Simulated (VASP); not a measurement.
Write the native input for VASP 6.6.1 that does the following.

```yaml
Task: single point
Functional: PBE
Potentials_or_basis: VASP PAW PBE potentials, release 64 (Cu)
Cutoff: 520 eV
k_mesh: 15 × 15 × 15
Occupations: fermi-dirac, width 0.0612256 eV
Spin: no spin polarisation
Dipole_correction: no
Further_INCAR_settings: ALGO = Normal; EDIFF = 1e-07; NBANDS = 12
```

The structure of Cu lies in POSCAR:

```
Cu
1.0
    2.4542248913      0.0000000000      0.0000000000
    0.0000000000      2.4542248913      0.0000000000
    0.0000000000      0.0000000000      2.4542248913
Cu
1
Direct
    0.0000000000      0.0000000000      0.0000000000
```

The input as run:

INCAR

```
PREC     = Accurate       # precision mode
ENCUT    = 520            # plane-wave cutoff, eV
EDIFF    = 1E-7           # SCF threshold, eV
ISMEAR   = -1             # smearing method
SIGMA    = 0.06122561905347299 # smearing width, eV
LREAL    = F              # projectors in reciprocal space
LASPH    = T              # aspherical terms in the spheres
NELM     = 60             # most SCF steps
ALGO     = Normal         # electronic algorithm
ISIF     = 2              # what is computed and relaxed
LWAVE    = F              # write WAVECAR
LCHARG   = F              # write CHGCAR
GGA      = PE             # functional
NBANDS   = 12             # bands
```

KPOINTS

```
Automatic mesh
0
Gamma
  15 15 15
```

Potentials or basis: VASP PAW PBE potentials, release 64 (Cu).

The run is started by

```bash
$ cat potpaw_PBE.64/Cu/POTCAR > POTCAR
$ mpirun -np 1 vasp_std > vasp.out
```

Results of the run:

| Quantity | Value |
| --- | --- |
| Pressure | -4.9 GPa |

Wall time 11 s on 1 thread of Intel Xeon 6975P-C (shared host), peak memory 0.13 GiB.
